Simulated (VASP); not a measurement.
# FeS2 (Pyrite) (Pa-3) in VASP: electric field gradients with PBE

Aim: the electric field gradients of FeS2 (Pyrite) with PBE.

Program: VASP 6.6.1. These are calculated values, not measurements. Logs are shortened: lines on timing, memory, paths and dates and some standing lists are left out, and cuts for length are marked.

### 1 The cell of the first run

Symmetry: Pa-3, No. 205, cubic system. The conventional cell has a = 5.418 Å, b = 5.418 Å, c = 5.418 Å, α = 90.00°, β = 90.00°, γ = 90.00°. Fe (site symmetry -3) has 6 S at 2.26 Å within 3.0 Å. S (site symmetry 3) has 1 S at 2.18 Å and 3 Fe at 2.26 Å within 2.9 Å.

### 2 Electric field gradients, PBE, collinear spin, ferromagnetic start

INCAR

```
PREC     = Accurate       # precision mode
ENCUT    = 520            # plane-wave cutoff, eV
EDIFF    = 1E-8           # SCF threshold, eV
ISMEAR   = -1             # smearing method
SIGMA    = 0.05           # smearing width, eV
LREAL    = False          # projectors in reciprocal space
LASPH    = True           # aspherical terms in the spheres
NELM     = 200            # most SCF steps
ALGO     = Normal         # electronic algorithm
ISIF     = 2              # what is computed and relaxed
LWAVE    = False          # write WAVECAR
LCHARG   = False          # write CHGCAR
ISPIN    = 2              # spin polarisation
MAGMOM   = 3 3 3 3 0 0 0 0 0 0 0 0 # initial moments
LORBIT   = 11             # projections on sites
LMAXMIX  = 4              # l up to which the mixer works
GGA      = PE             # functional
LEFG     = True         
NBANDS   = 56             # bands
GGA_COMPAT= False        
KPAR     = 4
```

KPOINTS

```
Automatic mesh
0
Gamma
  8 8 8
```

POSCAR

```
FeS2
1.0
    5.4179000000      0.0000000000      0.0000000000
    0.0000000000      5.4179000000      0.0000000000
    0.0000000000      0.0000000000      5.4179000000
Fe S
4 8
Direct
    0.0000000000      0.0000000000      0.0000000000
    0.5000000000      0.0000000000      0.5000000000
    0.5000000000      0.5000000000      0.0000000000
    0.0000000000      0.5000000000      0.5000000000
    0.3840000000      0.3840000000      0.3840000000
    0.1160000000      0.6160000000      0.8840000000
    0.8840000000      0.1160000000      0.6160000000
    0.6160000000      0.8840000000      0.1160000000
    0.6160000000      0.6160000000      0.6160000000
    0.8840000000      0.3840000000      0.1160000000
    0.1160000000      0.8840000000      0.3840000000
    0.3840000000      0.1160000000      0.8840000000
```

Potentials or basis: VASP PAW PBE potentials, release 64 (Fe, S).

On the command line:

```bash
$ cat potpaw_PBE.64/Fe/POTCAR potpaw_PBE.64/S/POTCAR > POTCAR
$ mpirun -np 4 vasp_std > vasp.out
```

OUTCAR:

```text
PREC = Accurate
   ENCUT = 520
   EDIFF = 1E-8
   ISMEAR = -1
   LREAL = False
   LASPH = True
   NELM = 200
   ISIF = 2
   ISPIN = 2
   LORBIT = 11
   GGA = PE

 ion  position               nearest neighbor table
   1  0.000  0.000  0.000-   6 2.26   8 2.26  10 2.26  12 2.26  11 2.26   7 2.26
   2  0.500  0.000  0.500-   5 2.26   7 2.26   9 2.26  11 2.26   8 2.26  12 2.26
   3  0.500  0.500  0.000-   6 2.26   8 2.26  10 2.26  12 2.26   5 2.26   9 2.26
   4  0.000  0.500  0.500-   5 2.26   7 2.26   9 2.26  11 2.26  10 2.26   6 2.26
   5  0.384  0.384  0.384-   9 2.18   4 2.26   2 2.26   3 2.26
   6  0.116  0.616  0.884-  10 2.18   3 2.26   1 2.26   4 2.26
   7  0.884  0.116  0.616-  11 2.18   4 2.26   2 2.26   1 2.26
   8  0.616  0.884  0.116-  12 2.18   3 2.26   1 2.26   2 2.26
   9  0.616  0.616  0.616-   5 2.18   4 2.26   2 2.26   3 2.26
  10  0.884  0.384  0.116-   6 2.18   3 2.26   1 2.26   4 2.26
  11  0.116  0.884  0.384-   7 2.18   4 2.26   2 2.26   1 2.26
  12  0.384  0.116  0.884-   8 2.18   3 2.26   1 2.26   2 2.26

  LATTYP: Found a simple cubic cell.
 ALAT       =     5.4179000000

  Lattice vectors:

 A1 = (   5.4179000000,   0.0000000000,   0.0000000000)
 A2 = (   0.0000000000,   5.4179000000,   0.0000000000)
 A3 = (   0.0000000000,   0.0000000000,   5.4179000000)

Analysis of symmetry for initial positions (statically):
=====================================================================
 Subroutine PRICEL returns:
 Original cell was already a primitive cell.

 Routine SETGRP: Setting up the symmetry group for a
 simple cubic supercell.

 Subroutine GETGRP returns: Found 24 space group operations
 (whereof  6 operations were pure point group operations)
 out of a pool of 48 trial point group operations.

The static configuration has the point symmetry S_6 .
 The point group associated with its full space group is T_h .

Analysis of symmetry for dynamics (positions and initial velocities):
=====================================================================
 Subroutine PRICEL returns:
 Original cell was already a primitive cell.

 Routine SETGRP: Setting up the symmetry group for a
 simple cubic supercell.

 Subroutine GETGRP returns: Found 24 space group operations
 (whereof  6 operations were pure point group operations)
 out of a pool of 48 trial point group operations.

The dynamic configuration has the point symmetry S_6 .
 The point group associated with its full space group is T_h .

Analysis of structural, dynamic, and magnetic symmetry:
=====================================================================
 Subroutine PRICEL returns:
 Original cell was already a primitive cell.

 Routine SETGRP: Setting up the symmetry group for a
 simple cubic supercell.

 Subroutine GETGRP returns: Found 24 space group operations
 (whereof  6 operations were pure point group operations)
 out of a pool of 48 trial point group operations.

The overall configuration has the point symmetry S_6 .
 The point group associated with its full space group is T_h .

 Subroutine INISYM returns: Found 24 space group operations
 (whereof  6 operations are pure point group operations),
 and found     1 'primitive' translations

----------------------------------------------------------------------------------------

                                     Primitive cell

  volume of cell :     159.0351

  direct lattice vectors                    reciprocal lattice vectors
     5.417900000  0.000000000  0.000000000     0.184573359  0.000000000  0.000000000
     0.000000000  5.417900000  0.000000000     0.000000000  0.184573359  0.000000000
     0.000000000  0.000000000  5.417900000     0.000000000  0.000000000  0.184573359

  length of vectors
     5.417900000  5.417900000  5.417900000     0.184573359  0.184573359  0.184573359

  position of ions in fractional coordinates (direct lattice)
     0.000000000  0.000000000  0.000000000
     0.500000000  0.000000000  0.500000000
     0.500000000  0.500000000  0.000000000
     0.000000000  0.500000000  0.500000000
     0.384000000  0.384000000  0.384000000
     0.116000000  0.616000000  0.884000000
     0.884000000  0.116000000  0.616000000
     0.616000000  0.884000000  0.116000000
     0.616000000  0.616000000  0.616000000
     0.884000000  0.384000000  0.116000000
     0.116000000  0.884000000  0.384000000
     0.384000000  0.116000000  0.884000000

  ion indices of the primitive-cell ions
   primitive index   ion index
                 1           1
[... 139 lines left out ...]
 spin component 1

 k-point     1 :       0.0000    0.0000    0.0000
  band No.  band energies     occupation
      1      -8.9674      1.00000
      2      -6.8173      1.00000
      3      -6.8173      1.00000
      4      -6.8173      1.00000
      5      -4.4922      1.00000
      6      -4.4922      1.00000
[... 1309 lines left out ...]
     51      11.1698      0.00000
     52      11.3510      0.00000

 [... further k-points ...]

 spin component 2

 k-point     1 :       0.0000    0.0000    0.0000
  band No.  band energies     occupation
      1      -8.9674      1.00000
      2      -6.8173      1.00000
      3      -6.8173      1.00000
      4      -6.8173      1.00000
      5      -4.4922      1.00000
      6      -4.4922      1.00000
[... 1309 lines left out ...]
     51      11.1698      0.00000
     52      11.3510      0.00000

 [... further k-points ...]

 [bands above 52 left out]

------------------------ aborting loop because EDIFF is reached ----------------------------------------

  FORCE on cell =-STRESS in cart. coord.  units (eV):
  Direction    XX          YY          ZZ          XY          YZ          ZX
  --------------------------------------------------------------------------------------
  -------------------------------------------------------------------------------------
  Total       -0.9965833     -0.9965833     -0.9965833     -0.0000000      0.0000000     -0.0000000
  in kB      -10.0399423    -10.0399423    -10.0399423     -0.0000000      0.0000000     -0.0000000
  external PRESSURE =     -10.0399423 kB  Pullay stress =       0.0000000 kB

 VOLUME and BASIS-vectors are now :
 -----------------------------------------------------------------------------
  energy-cutoff  :      520.00
  volume of cell :      159.04
      direct lattice vectors                 reciprocal lattice vectors
     5.417900000  0.000000000  0.000000000     0.184573359  0.000000000  0.000000000
     0.000000000  5.417900000  0.000000000     0.000000000  0.184573359  0.000000000
     0.000000000  0.000000000  5.417900000     0.000000000  0.000000000  0.184573359

 POSITION                                       TOTAL-FORCE (eV/Angst)
 -----------------------------------------------------------------------------------
      0.00000      0.00000      0.00000        -0.000000      0.000000      0.000000
      2.70895      0.00000      2.70895        -0.000000      0.000000      0.000000
      2.70895      2.70895      0.00000        -0.000000      0.000000      0.000000
      0.00000      2.70895      2.70895        -0.000000      0.000000      0.000000
      2.08047      2.08047      2.08047        -0.060771     -0.060771     -0.060771
      0.62848      3.33743      4.78942         0.060771      0.060771     -0.060771
      4.78942      0.62848      3.33743        -0.060771      0.060771      0.060771
      3.33743      4.78942      0.62848         0.060771     -0.060771      0.060771
      3.33743      3.33743      3.33743         0.060771      0.060771      0.060771
      4.78942      2.08047      0.62848        -0.060771     -0.060771      0.060771
      0.62848      4.78942      2.08047         0.060771     -0.060771     -0.060771
      2.08047      0.62848      4.78942        -0.060771      0.060771     -0.060771
 -----------------------------------------------------------------------------------
    total drift:                               -0.000000      0.000000      0.000000

  FREE ENERGIE OF THE ION-ELECTRON SYSTEM (eV)
  ---------------------------------------------------
  free  energy   TOTEN  =       -72.1129192387 eV

  energy  without entropy=      -72.1126777855  energy(sigma->0) =      -72.11279851

 Electric field gradients (V/A^2)
---------------------------------------------------------------------
 ion       V_xx      V_yy      V_zz      V_xy      V_xz      V_yz
---------------------------------------------------------------------
   1      -0.000    -0.000     0.000   -16.836   -16.836   -16.836
   2      -0.000    -0.000    -0.000   -16.836    16.836    16.836
   3      -0.000    -0.000     0.000    16.836    16.836   -16.836
   4      -0.000    -0.000     0.000    16.836   -16.836    16.836
   5       0.000     0.000    -0.000    71.904    71.904    71.904
   6       0.000     0.000    -0.000    71.904   -71.904   -71.904
   7       0.000     0.000    -0.000   -71.904   -71.904    71.904
   8       0.000     0.000    -0.000   -71.904    71.904   -71.904
   9       0.000     0.000    -0.000    71.904    71.904    71.904
  10       0.000     0.000    -0.000    71.904   -71.904   -71.904
  11       0.000     0.000    -0.000   -71.904   -71.904    71.904
  12       0.000     0.000    -0.000   -71.904    71.904   -71.904
---------------------------------------------------------------------

 Electric field gradients after diagonalization (V/A^2)
 (convention: |V_zz| > |V_xx| > |V_yy|)
----------------------------------------------------------------------
 ion       V_xx      V_yy      V_zz     asymmetry (V_yy - V_xx)/ V_zz
----------------------------------------------------------------------
   1      16.836    16.836   -33.672       0.000
   2      16.836    16.836   -33.672       0.000
   3      16.836    16.836   -33.672       0.000
   4      16.836    16.836   -33.672       0.000
   5     -71.904   -71.904   143.808       0.000
   6     -71.904   -71.904   143.808       0.000
   7     -71.904   -71.904   143.808       0.000
   8     -71.904   -71.904   143.808       0.000
   9     -71.904   -71.904   143.808       0.000
  10     -71.904   -71.904   143.808       0.000
  11     -71.904   -71.904   143.808       0.000
  12     -71.904   -71.904   143.808       0.000
----------------------------------------------------------------------

           NMR quadrupolar parameters

 Cq : quadrupolar parameter    Cq=e*Q*V_zz/h
 eta: asymmetry parameters     (V_yy - V_xx)/ V_zz
 Q  : nuclear electric quadrupole moment in mb (millibarn)
----------------------------------------------------------------------
 ion       Cq(MHz)       eta       Q (mb)
----------------------------------------------------------------------
   1      -0.081       0.000       1.000
   2      -0.081       0.000       1.000
   3      -0.081       0.000       1.000
   4      -0.081       0.000       1.000
   5       0.348       0.000       1.000
   6       0.348       0.000       1.000
   7       0.348       0.000       1.000
   8       0.348       0.000       1.000
   9       0.348       0.000       1.000
  10       0.348       0.000       1.000
  11       0.348       0.000       1.000
  12       0.348       0.000       1.000
----------------------------------------------------------------------

 total charge

# of ion       s       p       d       tot
------------------------------------------
    1        0.423   0.625   6.489   7.536
    2        0.423   0.625   6.489   7.536
    3        0.423   0.625   6.489   7.536
    4        0.423   0.625   6.489   7.536
    5        1.348   2.295   0.000   3.643
    6        1.348   2.295   0.000   3.643
    7        1.348   2.295   0.000   3.643
    8        1.348   2.295   0.000   3.643
    9        1.348   2.295   0.000   3.643
   10        1.348   2.295   0.000   3.643
   11        1.348   2.295   0.000   3.643
   12        1.348   2.295   0.000   3.643
--------------------------------------------------
tot         12.475  20.856  25.954  59.286

 magnetization (x)

# of ion       s       p       d       tot
------------------------------------------
    1       -0.000  -0.000  -0.000  -0.000
    2       -0.000  -0.000  -0.000  -0.000
    3       -0.000  -0.000  -0.000  -0.000
    4       -0.000  -0.000  -0.000  -0.000
    5        0.000   0.000   0.000   0.000
    6        0.000   0.000   0.000   0.000
    7        0.000   0.000   0.000   0.000
    8        0.000   0.000   0.000   0.000
    9        0.000   0.000   0.000   0.000
   10        0.000   0.000   0.000   0.000
   11        0.000   0.000   0.000   0.000
   12        0.000   0.000   0.000   0.000
--------------------------------------------------
tot          0.000   0.000  -0.000  -0.000
```

Run time: 6.5 min. Hardware: 4 MPI ranks of Intel Xeon Platinum 8259CL at 2.50GHz (Skylake/Cascade Lake), shared host; peak memory 0.65 GiB.

What came out:

```
Free energy                                           : -72.1129 eV
Pressure                                              : -1.0 GPa
Largest force                                         : 0.105 eV/Å
Band gap on the k mesh                                : 0.55 eV, indirect (least direct gap 0.59 eV)
Net moment                                            : 0.00 μB per cell
Valence electrons inside the program's atomic spheres : Fe 7.54; S 3.64
```

Forces in eV/Å, atoms in the order of the input:
```
Fe   0.000  0.000  0.000
Fe   0.000  0.000  0.000
Fe   0.000  0.000  0.000
Fe   0.000  0.000  0.000
S   -0.061 -0.061 -0.061
S    0.061  0.061 -0.061
S   -0.061  0.061  0.061
S    0.061 -0.061  0.061
S    0.061  0.061  0.061
S   -0.061 -0.061  0.061
S    0.061 -0.061 -0.061
S   -0.061  0.061 -0.061
```

Electric field gradients, principal values (V/Å²):
```
atom    least   middle  greatest (by size)
1 Fe   16.836   16.836             -33.672
2 Fe   16.836   16.836             -33.672
3 Fe   16.836   16.836             -33.672
4 Fe   16.836   16.836             -33.672
 5 S  -71.904  -71.904             143.808
 6 S  -71.904  -71.904             143.808
 7 S  -71.904  -71.904             143.808
 8 S  -71.904  -71.904             143.808
 9 S  -71.904  -71.904             143.808
10 S  -71.904  -71.904             143.808
11 S  -71.904  -71.904             143.808
12 S  -71.904  -71.904             143.808
```

Caveat: the starting moments collapsed, and a magnetic state may lie lower; without QUAD_EFG the Cq values of the log hold for a quadrupole moment of 1 mb, not for the nuclei. A hybrid or GW would open this gap; PBE tends to underestimate it.
